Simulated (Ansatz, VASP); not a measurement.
**TaSi2 in VASP and in Ansatz**

The input INCAR:

```
PREC = Accurate
ENCUT = 520
EDIFF = 1E-7
ISMEAR = -1
SIGMA = 0.05
LREAL = F
LASPH = T
NELM = 80
ALGO = Normal
ISIF = 2
LWAVE = F
LCHARG = T
GGA = PE
LELF = T
LVHAR = T
NBANDS = 38
```

Contents of KPOINTS:

```
Automatic mesh
0
Gamma
  5 5 3
```

The input POSCAR:

```
TaSi2
1.0
    4.7839000000      0.0000000000      0.0000000000
   -2.3919500000      4.1429789292      0.0000000000
    0.0000000000      0.0000000000      6.5700000000
Ta Si
3 6
Direct
    0.0000000000      0.5000000000      0.3333333333
    0.5000000000      0.5000000000      0.6666666667
    0.5000000000      0.0000000000      0.0000000000
    0.3179400000      0.1589700000      0.3333333333
    0.1589700000      0.8410300000      0.6666666667
    0.8410300000      0.6820600000      0.0000000000
    0.6820600000      0.8410300000      0.3333333333
    0.8410300000      0.1589700000      0.6666666667
    0.1589700000      0.3179400000      0.0000000000
```

File input.yaml:

```yaml
crystal:
  lattice:
    - [4.7839, 0.0, 0.0]
    - [-2.39195, 4.1429789292, 0.0]
    - [0.0, 0.0, 6.57]
  atoms:
    - { symbol: Ta, position: [0.0, 0.5, 0.3333333333] }
    - { symbol: Ta, position: [0.5, 0.5, 0.6666666667] }
    - { symbol: Ta, position: [0.5, 0.0, 0.0] }
    - { symbol: Si, position: [0.31794, 0.15897, 0.3333333333] }
    - { symbol: Si, position: [0.15897, 0.84103, 0.6666666667] }
    - { symbol: Si, position: [0.84103, 0.68206, 0.0] }
    - { symbol: Si, position: [0.68206, 0.84103, 0.3333333333] }
    - { symbol: Si, position: [0.84103, 0.15897, 0.6666666667] }
    - { symbol: Si, position: [0.15897, 0.31794, 0.0] }
hamiltonian:
  xc: pbe
  pseudopotentials: { kind: paw }
kpoints:
  mp_grid: { grid: [5, 5, 3] }
  band_path:
    path:
      - [[0.0, 0.0, 0.0], [0.5, 0.0, 0.0], [0.3333333333, 0.3333333333, 0.0], [0.0, 0.0, 0.0], [0.0, 0.0, 0.5], [0.5, 0.0, 0.5], [0.3333333333, 0.3333333333, 0.5], [0.0, 0.0, 0.5]]
      - [[0.5, 0.0, 0.5], [0.5, 0.0, 0.0]]
      - [[0.3333333333, 0.3333333333, 0.0], [0.3333333333, 0.3333333333, 0.5]]
    npoints: 10
scf:
  occupations: { method: fermi_dirac, width: 0.05 }
  n_extra_bands: 22
output:
  forces: true
  stress: true
  eigenvalues: true
  fatbands: true
  write_density: true
  write_potential: true
  elf: true
  volumetric_format: npy
```

Alike in both runs: functional PBE; k mesh 5 × 5 × 3; occupations fermi-dirac, width 0.05 eV; no spin polarisation.

|  | VASP | Ansatz |
| --- | --- | --- |
| version | VASP 6.6.1 | Ansatz 0.2.0 |
| potentials or method | VASP PAW PBE potentials, release 64 (Ta_pv, Si) | Ansatz PAW |
| plane-wave cutoff (eV) | 520 | 420 |
| valence electrons in the cell | 57 | 63 |
| task | single point | band structure |

Ansatz gave:

```
gap on the k mesh at the Fermi level (eV)                     : none
pressure (GPa)                                                : 2.6
traceless stress, the component that is largest in VASP (GPa) : -0.58
rms of the force components (eV/Å)                            : 0.007
```

Task: Estimate VASP's values.

Result: gap on the k mesh at the Fermi level (eV): none; pressure (GPa): 2.7; traceless stress, the component that is largest in VASP (GPa): -0.57; rms of the force components (eV/Å): 0.009.

Atom by atom the forces differ by 0.002 eV/Å (rms over components). A gap of «none» marks a metal or a gap that the smearing closes. VASP's potentials hold 57 valence electrons a cell and Ansatz's 63, so a difference there can come from the potentials and not from the codes.

Neither program's run includes spin-orbit coupling.
